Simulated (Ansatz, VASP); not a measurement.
## Bi2Te3: VASP beside Ansatz

File INCAR:

```
  ALGO = Normal
  EDIFF = 1E-6
  ENCUT = 520
  GGA = PS
  ISIF = 2
  ISMEAR = 0
  LASPH = True
  LCHARG = True
  LELF = True
  LREAL = False
  LVHAR = True
  LWAVE = False
  NBANDS = 32
  NELM = 100
  PREC = Accurate
  SIGMA = 0.01
```

KPOINTS

```
k-points
0
Gamma
  9 9 9
```

The input POSCAR:

```
Bi2Te3
1.0
    2.1908364022      1.2648799865     10.1028651319
   -2.1908364022      1.2648799865     10.1028651319
    0.0000000000     -2.5297599731     10.1028651319
Bi Te
2 3
Direct
    0.3998550986      0.3998550986      0.3998550986
    0.6001449014      0.6001449014      0.6001449014
    0.0000000000      0.0000000000      0.0000000000
    0.2099734953      0.2099734953      0.2099734953
    0.7900265047      0.7900265047      0.7900265047
```

Input for Ansatz:

```yaml
crystal:
  lattice:
    - [2.1908364022, 1.2648799865, 10.1028651319]
    - [-2.1908364022, 1.2648799865, 10.1028651319]
    - [0.0, -2.5297599731, 10.1028651319]
  atoms:
    - { symbol: Bi, position: [0.3998550986, 0.3998550986, 0.3998550986] }
    - { symbol: Bi, position: [0.6001449014, 0.6001449014, 0.6001449014] }
    - { symbol: Te, position: [0.0, 0.0, 0.0] }
    - { symbol: Te, position: [0.2099734953, 0.2099734953, 0.2099734953] }
    - { symbol: Te, position: [0.7900265047, 0.7900265047, 0.7900265047] }
basis:
  ecutwfc: 420
kpoints:
  mp_grid: { grid: [9, 9, 9] }
  band_path: { path: [VBM, CBM], npoints: 2 }
hamiltonian:
  xc: pbesol
scf:
  occupations: { method: gaussian, width: 0.01 }
output:
  forces: true
  stress: true
  eigenvalues: true
```

Alike in both runs: task single point; functional PBEsol; k mesh 9 × 9 × 9; occupations gaussian, width 0.01 eV; no spin polarisation.

|  | VASP | Ansatz |
| --- | --- | --- |
| version | VASP 6.6.1 | Ansatz 0.2.0 |
| potentials or method | VASP PAW PBE potentials, release 64 (Bi_d, Te), cutoff 520 eV | scalar-relativistic, plane waves, PAW |
| valence electrons in the cell | 48 | 78 |

```tsv
	VASP	Ansatz	Ansatz less VASP
gap on the k mesh at the Fermi level (eV)	0.20	0.21	+0.011
least direct gap on the mesh (eV)	0.20	0.21	+0.011
pressure (GPa)	0.0	0.0	-0.01
rms of the force components (eV/Å)	0.007	0.000	-0.0073
```

VASP's potentials were made for PBE, not for PBEsol. Atom by atom the forces differ by 0.007 eV/Å (rms over components). VASP's potentials hold 48 valence electrons a cell and Ansatz's 78, so a difference there can come from the potentials and not from the codes.

Neither program's run includes spin-orbit coupling.
